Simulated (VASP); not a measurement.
Write the native input for VASP 6.6.1 that does the following.

```
Task                   : single point
Functional             : revPBE
Potentials or basis    : VASP PAW PBE potentials, release 64 (Pd)
Cutoff                 : 520 eV
k mesh                 : 15 × 15 × 4
Occupations            : fermi-dirac, width 0.1 eV
Spin                   : no spin polarisation
Dipole correction      : no
Further INCAR settings : ALGO = Normal; EDIFF = 1e-07; NBANDS = 28
```

The structure of Pd lies in POSCAR:

```
Pd
1.0
    2.7647327150      0.0000000000      0.0000000000
   -1.3823663575      2.3943287659      0.0000000000
    0.0000000000      0.0000000000      9.1111901454
Pd
4
Direct
    1.0000000000      1.0000000000      0.0000000000
    1.0000000000      1.0000000000      0.5000000000
    0.3333333333      0.6666666667      0.2500000000
    0.6666666667      0.3333333333      0.7500000000
```

This isn't the form of Pd at room conditions, which is fcc.

One way to write it, as run:

INCAR

```
SYSTEM = Pd
  PREC = Accurate
  ENCUT = 520
  EDIFF = 1E-7
  ISMEAR = -1
  SIGMA = 0.1
  LREAL = .FALSE.
  LASPH = .TRUE.
  NELM = 80
  ALGO = Normal
  ISIF = 2
  LWAVE = .FALSE.
  LCHARG = .TRUE.
  GGA = RE
  LELF = .TRUE.
  LVHAR = .TRUE.
  NBANDS = 28
```

KPOINTS

```
Automatic mesh
0
G
  15 15 4
  0 0 0
```

Potentials or basis: VASP PAW PBE potentials, release 64 (Pd).

Launch:

```bash
$ cat potpaw_PBE.64/Pd/POTCAR > POTCAR
$ mpirun -np 1 vasp_std > vasp.out
```

Results of the run:

```
Pressure               : 6.6 GPa
Band gap on the k mesh : zero (bands 20 and 21 overlap by 0.89 eV)
```

Caveat: the cell stands under pressure; the PAW data sets were made with another functional, which shifts forces and pressure a little.

It took 2.8 min on 1 thread of Intel Xeon 8259CL, with other jobs on the host, peak memory 0.25 GiB.
